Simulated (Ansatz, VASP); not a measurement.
**HfC in VASP and in Ansatz**

File INCAR:

```
SYSTEM = HfC
PREC = Accurate
ENCUT = 520
EDIFF = 1E-6
ISMEAR = -1
SIGMA = 0.05
LREAL = .FALSE.
LASPH = .TRUE.
NELM = 80
ALGO = Normal
ISIF = 2
LWAVE = .FALSE.
LCHARG = .FALSE.
NBANDS = 14
```

The input KPOINTS:

```
regular mesh
0
G
  12 12 12
  0 0 0
```

POSCAR

```
HfC
1.0
    0.0000000000      2.3482500000      2.3250000000
    2.3482500000      0.0000000000      2.3250000000
    2.3482500000      2.3482500000      0.0000000000
Hf C
1 1
Direct
    0.5000000000      0.5000000000      0.5000000000
    0.0000000000      0.0000000000      0.0000000000
```

Input for Ansatz:

```yaml
crystal:
  lattice:
    - [0.0, 2.34825, 2.325]
    - [2.34825, 0.0, 2.325]
    - [2.34825, 2.34825, 0.0]
  atoms:
    - { symbol: Hf, position: [0.5, 0.5, 0.5] }
    - { symbol: C, position: [0.0, 0.0, 0.0] }
kpoints:
  mp_grid: { grid: [12, 12, 12] }
  band_path:
    path:
      - [0.0, 0.0, 0.0]
      - [0.0, 0.5, 0.5]
      - [0.25, 0.75, 0.5]
      - [0.0, 0.5, 0.0]
      - [0.0, 0.0, 0.0]
      - [0.5, 0.5, 0.0]
      - [0.3775125, 0.6224875, 0.0]
      - [-0.3775125, 0.3775125, 0.0]
      - [0.0, 0.0, 0.0]
    npoints: 5
scf:
  occupations: { method: fermi_dirac, width: 0.05 }
hamiltonian:
  xc: lda
  pseudopotentials: { kind: all_electron, lapw: { basis_error: 0.00025 } }
output:
  forces: true
  stress: true
  eigenvalues: true
```

Change from the starting cell: equal xx and yy strain of +1 %.

Alike in both runs: task single point; functional LDA; k mesh 12 × 12 × 12; occupations fermi-dirac, width 0.05 eV; no spin polarisation.

|  | VASP | Ansatz |
| --- | --- | --- |
| version | VASP 6.6.1 | Ansatz 0.2.0 |
| potentials or method | VASP PAW LDA potentials, release 64 (Hf_pv, C), cutoff 520 eV | all-electron LAPW, scalar-relativistic |

Ansatz gave:

| Item | Value |
| --- | --- |
| pressure (GPa) | -15.8 |
| traceless stress, the component that is largest in VASP (GPa) | 2.28 |

Question: Estimate VASP's values.

Answer: Pressure (GPa): -15.7; traceless stress, the component that is largest in VASP (GPa): 2.33.

LDA's correlation is that of Perdew and Zunger in VASP and of Perdew and Wang (1992) in Ansatz. Ansatz ran all-electron here, and VASP with PAW potentials.

Spin-orbit coupling is off throughout.
